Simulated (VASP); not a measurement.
Write the native input for VASP 6.6.1 that does the following.

```yaml
Task: single point
Functional: PBEsol-based global hybrid with 25 % exact exchange
Potentials_or_basis: VASP PAW PBE potentials, release 64 (Ge_d)
Cutoff: 520 eV
k_mesh: 6 × 6 × 5
Occupations: fermi-dirac, width 0.05 eV
Spin: no spin polarisation
Dipole_correction: no
Grid_for_exact_exchange_PRECFOCK: Normal
Share_of_exact_exchange: 0.25
Further_INCAR_settings: ALGO = Normal; EDIFF = 1e-07; NBANDS = 13
```

Ge:

```
CELL_PARAMETERS angstrom
1.39715 -2.60052 0.00000
1.39715 2.60052 0.00000
0.00000 0.00000 2.69823
ATOMIC_POSITIONS crystal
Ge 0.50000 0.50000 0.00000
```

These files were run (other wordings do the same):

POSCAR

```
Ge
1.0
    1.3971490000     -2.6005160000      0.0000000000
    1.3971490000      2.6005160000      0.0000000000
    0.0000000000      0.0000000000      2.6982310000
Ge
1
Direct
    0.5000000000      0.5000000000      0.0000000000
```

INCAR.step1

```
ALGO = Normal ; EDIFF = 1E-5
ENCUT = 520 ; GGA = PE
ISIF = 2 ; ISMEAR = -1
LASPH = True ; LCHARG = False
LREAL = False ; LWAVE = True
NBANDS = 13 ; NELM = 80
PREC = Accurate ; SIGMA = 0.05
```

INCAR.step2

```
AEXX = 0.25 ; ALGO = Normal
EDIFF = 1E-7 ; ENCUT = 520
GGA = PS ; ISIF = 2
ISMEAR = -1 ; ISTART = 1
LASPH = True ; LCHARG = False
LHFCALC = True ; LREAL = False
LWAVE = False ; NBANDS = 13
NELM = 80 ; PREC = Accurate
PRECFOCK = Normal ; SIGMA = 0.05
```

KPOINTS

```
k-points
0
Gamma
  6 6 5
```

Potentials or basis: VASP PAW PBE potentials, release 64 (Ge_d).

Run with:

```bash
$ cat potpaw_PBE.64/Ge_d/POTCAR > POTCAR
$ cp INCAR.step1 INCAR
$ mpirun -np 1 vasp_std > vasp.out
$ cp INCAR.step2 INCAR
$ mpirun -np 1 vasp_std > vasp.out
```

It gave:

```yaml
Pressure: -3.0 GPa
Band_gap_on_the_k_mesh: zero (bands 7 and 8 overlap by 11.83 eV)
```

Caveat: the k points lie up to 0.47 Å⁻¹ apart, too coarse for converged energies and pressures of a metal; the PAW data sets were made with another functional, which shifts forces and pressure a little.

It took 53 min on 1 thread of Oxide Virtual Turin-like Processor, on a shared host, peak memory 0.11 GiB.
